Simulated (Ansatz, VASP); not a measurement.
## Pb in VASP and in Ansatz

```xyz
2
Lattice="0.0000 3.5698 3.5698 3.5698 0.0000 3.5698 3.5698 3.5698 0.0000" Properties=species:S:1:pos:R:3 pbc="T T T"
Pb    0.8924    0.8924    0.8924
Pb    6.2471    6.2471    6.2471
```

Alike in both runs: functional revPBE; k mesh 8 × 8 × 8; occupations fermi-dirac, width 0.1 eV; no spin polarisation.

Ansatz relaxed the structure, and its values are those at the end. VASP's run is a single point on that final structure, the one shown.

|  | VASP | Ansatz |
| --- | --- | --- |
| version | VASP 6.6.1 | Ansatz 0.2.0 |
| potentials or method | VASP PAW PBE potentials, release 64 (Pb_d), cutoff 520 eV | plane waves (420 eV) with PAW, scalar-relativistic |
| valence electrons in the cell | 28 | 28 |

|  | VASP | Ansatz | Ansatz less VASP |
| --- | --- | --- | --- |
| pressure (GPa) | -0.1 | 0.0 | +0.03 |

VASP's potentials were made for PBE, not for revPBE. The functional is the same, so the differences come from potentials, cutoffs and numerics.

Neither program's run includes spin-orbit coupling.
